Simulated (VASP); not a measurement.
Crystal: CdS (Hawleyite).

```xyz
2
Lattice="0.0000 2.9549 2.9549 2.9549 0.0000 2.9549 2.9549 2.9549 0.0000" Properties=species:S:1:pos:R:3 pbc="T T T"
Cd    0.0000    0.0000    0.0000
S     4.4323    4.4323    4.4323
```

Base run:

- Program: VASP 6.6.1
- Functional: PBEsol
- Potentials or basis: VASP PAW PBE potentials, release 64 (Cd, S)
- Cutoff: 520 eV
- k mesh: 8 × 8 × 8
- Occupations: fermi-dirac, width 0.05 eV
- Spin: no spin polarisation

Its results: band gap on the k mesh 0.93 eV, direct; pressure -2.1 GPa.

Problem. After a change of settings the same cell gave: band gap on the k mesh 1.50 eV, direct; pressure -0.7 GPa. Which change was it?
A. functional from PBEsol to r2SCAN
B. functional from PBEsol to RPBE; further incar settings from ALGO = Normal; EDIFF = 1e-06; NBANDS = 16 to ALGO = Normal; EDIFF = 1e-07; NBANDS = 16
C. functional from PBEsol to revPBE; dispersion from none to D3(BJ)

Solution. A.

r2SCAN gives the wider gap, since meta-GGAs in the generalised Kohn-Sham scheme recover part of the derivative discontinuity.

Caveats: the PAW data sets were made with another functional, which shifts forces and pressure a little.
